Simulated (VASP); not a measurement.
Here is a VASP 6.6.1 calculation.

Contents of INCAR:

```
PREC = Accurate
ENCUT = 520
EDIFF = 1E-8
ISMEAR = -1
SIGMA = 0.03
LREAL = False
LASPH = True
NELM = 80
ALGO = Normal
ISIF = 2
LWAVE = False
LCHARG = False
GGA = PE
LEFG = True
NBANDS = 12
```

KPOINTS

```
Automatic mesh
0
Gamma
  10 10 10
```

File POSCAR:

```
LiF
1.0
    0.0000000000      1.9737200000      2.0140000000
    1.9737200000      0.0000000000      2.0140000000
    1.9737200000      1.9737200000      0.0000000000
Li F
1 1
Direct
    0.0000000000      0.0000000000      0.0000000000
    0.5000000000      0.5000000000      0.5000000000
```

Potentials or basis: VASP PAW PBE potentials, release 64 (Li_sv, F).

The run is started by

```sh
$ cat potpaw_PBE.64/Li_sv/POTCAR potpaw_PBE.64/F/POTCAR > POTCAR
$ mpirun -np 1 vasp_std > vasp.out
```

Question: Estimate the band gap on the k mesh.

Answer: 9.43 eV, direct.

Electric field gradients, principal values (V/Å²):
```csv
atom,least,middle,greatest (by size)
1 Li,-0.040,-0.041,0.082
2 F,-0.490,-0.495,0.985
```

Caveat: the cell differs from its parent crystal (equal xx and yy strain of -2 %); without QUAD_EFG the Cq values of the log hold for a quadrupole moment of 1 mb, not for the nuclei. A k mesh can miss the band edges.
